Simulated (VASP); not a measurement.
Wanted: the native input for a VASP 6.6.1 run.

| Property | Result |
| --- | --- |
| Task | relaxation of cell and atoms |
| Functional | PBE |
| Potentials or basis | VASP PAW PBE potentials, release 64 (Cd) |
| Cutoff | 600 eV |
| k mesh | 16 × 16 × 16 |
| Occupations | fermi-dirac, width 0.05 eV |
| Spin | no spin polarisation |
| Target pressure | 6.1 GPa |
| Dipole correction | no |
| Further INCAR settings | ALGO = Normal; EDIFF = 1e-07; IBRION = 2; EDIFFG = -0.005; NSW = 32; ISIF = 3 |

The structure of Cd lies in POSCAR:

```
Cd
1.0
   -1.7339463774      1.7339463774      1.7339463774
    1.7339463774     -1.7339463774      1.7339463774
    1.7339463774      1.7339463774     -1.7339463774
Cd
1
Direct
    0.0000000000      0.0000000000      0.0000000000
```

This isn't the form of Cd at room conditions, which is hcp.

One way to write it, as run:

INCAR

```
PREC = Accurate
ENCUT = 600
EDIFF = 1E-7
ISMEAR = -1
SIGMA = 0.05
LREAL = False
LASPH = True
NELM = 60
ALGO = Normal
ISIF = 3
LWAVE = False
LCHARG = False
GGA = PE
IBRION = 2
NSW = 32
EDIFFG = -0.005
PSTRESS = 61.0
```

KPOINTS

```
Automatic mesh
0
Gamma
  16 16 16
```

Potentials or basis: VASP PAW PBE potentials, release 64 (Cd).

The run is started by

```console
$ cat potpaw_PBE.64/Cd/POTCAR > POTCAR
$ mpirun -np 1 vasp_std > vasp.out
```

Results of the run:

The relaxed volume is 20.92 Å³/atom and the relaxed cell is a = 3.006 Å, b = 3.006 Å, c = 3.006 Å, α = 109.47°, β = 109.47°, γ = 109.47°. The space group after relaxing (to 0.1 Å) is Im-3m (No. 229) and the energy change on relaxing (the run minimises the enthalpy) is -2.5 meV/atom. The ionic steps are 3 and the pressure after relaxing is 6.1 GPa. The band gap on the k mesh is zero (bands 6 and 7 overlap by 4.31 eV).

Caveat: the cell is relaxed towards a set pressure, so the run minimises the enthalpy, not the energy.

Wall time 16 s on 1 thread of Intel(R) Xeon(R) 6975P-C (Granite Rapids) (shared host), peak memory 0.16 GiB.
